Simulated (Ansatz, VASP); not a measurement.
**Two plane-wave programs on Hf4Br**

File INCAR:

```
SYSTEM = Hf4Br
ALGO = Normal ; EDIFF = 1E-6
EDIFFG = -0.01 ; ENCUT = 600
GGA = PE ; IBRION = 2
ISIF = 3 ; ISMEAR = 0
LASPH = .True. ; LCHARG = .False.
LREAL = .False. ; LWAVE = .False.
NELM = 80 ; NSW = 100
PREC = Accurate ; SIGMA = 0.1
```

File KPOINTS:

```
k-points
0
Gamma
  8 8 8
  0 0 0
```

File POSCAR:

```
Hf4Br
1.0
    0.0000000000      4.1974064844      4.1974064844
    4.1974064844      0.0000000000      4.1974064844
    4.1974064844      4.1974064844      0.0000000000
Hf Br
4 1
Direct
    0.6262332161      0.1213003517      0.6262332161
    0.6262332161      0.6262332161      0.6262332161
    0.1213003517      0.6262332161      0.6262332161
    0.6262332161      0.6262332161      0.1213003517
    0.2500000000      0.2500000000      0.2500000000
```

Input for Ansatz:

```yaml
crystal:
  lattice:
    - [0.0, 4.1974064844, 4.1974064844]
    - [4.1974064844, 0.0, 4.1974064844]
    - [4.1974064844, 4.1974064844, 0.0]
  atoms:
    - { symbol: Hf, position: [0.6262332161, 0.1213003517, 0.6262332161] }
    - { symbol: Hf, position: [0.6262332161, 0.6262332161, 0.6262332161] }
    - { symbol: Hf, position: [0.1213003517, 0.6262332161, 0.6262332161] }
    - { symbol: Hf, position: [0.6262332161, 0.6262332161, 0.1213003517] }
    - { symbol: Br, position: [0.25, 0.25, 0.25] }
basis:
  ecutwfc: 420
kpoints:
  mp_grid: { grid: [8, 8, 8] }
hamiltonian:
  xc: pbe
scf:
  occupations: { method: gaussian, width: 0.1 }
output:
  forces: true
  stress: true
  eigenvalues: true
relax:
  adjacent_minimum: "off"
  f_tol: 0.01
  max_steps: 80
  cell: { stress_tol: 0.05 }
```

Alike in both runs: task relaxation of cell and atoms; functional PBE; k mesh 8 × 8 × 8; occupations gaussian, width 0.1 eV; no spin polarisation.

|  | VASP | Ansatz |
| --- | --- | --- |
| version | VASP 6.6.1 | Ansatz 0.2.0 |
| potentials or method | VASP PAW PBE potentials, release 64 (Hf_pv, Br), cutoff 600 eV | scalar-relativistic, plane waves, PAW |
| valence electrons in the cell | 47 | 111 |

```csv
,VASP,Ansatz,Ansatz less VASP
"gap on the k mesh at the Fermi level, each at its own relaxed structure (eV)",none,none,-
relaxed volume (Å³/atom),29.43,29.58,+0.149
relaxed cell length with the largest relative difference (Å),5.926,5.936,+0.0100
```

A gap of «none» marks a metal or a gap that the smearing closes. VASP's potentials hold 47 valence electrons a cell and Ansatz's 111, so a difference there can come from the potentials and not from the codes.

Neither program's run includes spin-orbit coupling.
